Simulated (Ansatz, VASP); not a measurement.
InGa2O: VASP beside Ansatz

```
In Ga O
1.0
     2.34396    1.35328    3.62523
    -2.34396    1.35328    3.62523
     0.00000   -2.70657    3.62523
In Ga O
1 2 1
Cartesian
  0.0000 0.0000 5.4378
  0.0000 0.0000 8.9280
  0.0000 0.0000 1.9477
  0.0000 0.0000 0.0000
```

Alike in both runs: task single point; functional PBE; k mesh 6 × 6 × 6; occupations gaussian, width 0.1 eV; collinear spin.

|  | VASP | Ansatz |
| --- | --- | --- |
| version | VASP 6.6.1 | Ansatz 0.2.0 |
| potentials or method | VASP PAW PBE potentials, release 64 (In_d, Ga_d, O), cutoff 520 eV | scalar-relativistic, plane waves, PAW |
| valence electrons in the cell | 45 | 45 |

|  | VASP | Ansatz | Ansatz less VASP |
| --- | --- | --- | --- |
| gap on the k mesh at the Fermi level (eV) | none | none | - |
| pressure (GPa) | 10.0 | 9.8 | -0.20 |
| traceless stress, the component that is largest in VASP (GPa) | -14.37 | -14.59 | -0.221 |
| rms of the force components (eV/Å) | 0.338 | 0.358 | +0.0199 |
| net moment per atom (μB) | 0.00 | 0.00 | 0.000 |

Atom by atom the forces differ by 0.020 eV/Å (rms over components). A gap of «none» marks a metal or a gap that the smearing closes. Ansatz's warnings: seeded moment not kept.
